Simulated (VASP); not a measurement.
Runs of VASP 6.6.1 on Zn4H. The structure is that of space group P-43m (No. 215), or close to it. The cells are those of the table. 

```tsv
task	cell	k mesh	cutoff (eV)	gap on the mesh (eV)	pressure (GPa)	relaxed volume (Å³/atom)
single point	a = 4.041 Å, 5 atoms	4 × 4 × 4	520	none	0.0	-
single point	a = 4.899 Å, 5 atoms	4 × 4 × 4	520	none	-6.0	-
single point	a = 4.054 Å, 5 atoms	10 × 10 × 10	520	none	0.3	-
relaxation of cell and atoms	relaxed from a = 4.041 Å, 5 atoms	10 × 10 × 10	600	none	0.0	13.35
relaxation of cell and atoms	relaxed from a = 4.899 Å, 5 atoms	4 × 4 × 4	600	none	-0.1	(a)
```

Alike in all rows: level PBE; potentials or basis VASP PAW PBE potentials, release 64 (Zn, H); no spin polarisation; smearing gaussian 0.1 eV.

Problem. Estimate the missing entries.

Solution. (a) 13.21.

Caveats: some runs use coarse meshes; the volume moved by over 15 % at a fixed basis, so the end points are rough (some runs).

A gap of «none» marks levels without a gap at the run's occupations.
